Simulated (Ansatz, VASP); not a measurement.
**One calculation of C, two programs**

```
CELL_PARAMETERS angstrom
2.45617 0.00000 0.00000
-1.22809 2.12711 0.00000
0.00000 0.00000 8.52380
ATOMIC_POSITIONS crystal
C 0.42415 0.73315 0.97654
C 0.66667 0.33333 0.00000
```

Alike in both runs: task single point; functional LDA; k mesh 24 × 24 × 6; occupations gaussian, width 0.15 eV; no spin polarisation.

```csv
,VASP,Ansatz
version,VASP 6.6.1,Ansatz 0.2.0
potentials or method,"VASP PAW LDA potentials, release 64 (C), cutoff 520 eV","scalar-relativistic, plane waves, PAW"
valence electrons in the cell,8,8
```

Ansatz gave:

```
gap on the k mesh at the Fermi level (eV) : none
rms of the force components (eV/Å)        : 4.778
```

Problem. What did VASP give for the same quantities?

Solution. gap on the k mesh at the Fermi level (eV): none; rms of the force components (eV/Å): 4.773.

LDA's correlation is that of Perdew and Zunger in VASP and of Perdew and Wang (1992) in Ansatz. Atom by atom the forces differ by 0.008 eV/Å (rms over components). A gap of «none» marks a metal or a gap that the smearing closes.
